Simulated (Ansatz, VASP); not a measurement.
One calculation of InSb, two programs

```
In Sb
1.0
     0.00000    3.25947    3.25947
     3.25947    0.00000    3.25947
     3.25947    3.25947    0.00000
In Sb
1 1
Direct
  0.00000 0.00000 0.00000
  0.25000 0.25000 0.25000
```

Alike in both runs: functional PBEsol; k mesh 12 × 12 × 12; occupations gaussian, width 0.1 eV; no spin polarisation.

Ansatz relaxed the structure, and its values are those at the end. VASP's run is a single point on that final structure, the one shown.

|  | VASP | Ansatz |
| --- | --- | --- |
| version | VASP 6.6.1 | Ansatz 0.2.0 |
| potentials or method | VASP PAW PBE potentials, release 64 (In_d, Sb), cutoff 520 eV | scalar-relativistic, plane waves, PAW |
| valence electrons in the cell | 18 | 28 |

```csv
,VASP,Ansatz,Ansatz less VASP
gap on the k mesh at the Fermi level (eV),none,none,-
pressure (GPa),0.0,0.0,-0.01
```

VASP's potentials were made for PBE, not for PBEsol. A gap of «none» marks a metal or a gap that the smearing closes. With one functional, cell and mesh, what is left measures potentials, basis and numerics. VASP's potentials hold 18 valence electrons a cell and Ansatz's 28, so a difference there can come from the potentials and not from the codes.

Neither program's run includes spin-orbit coupling.
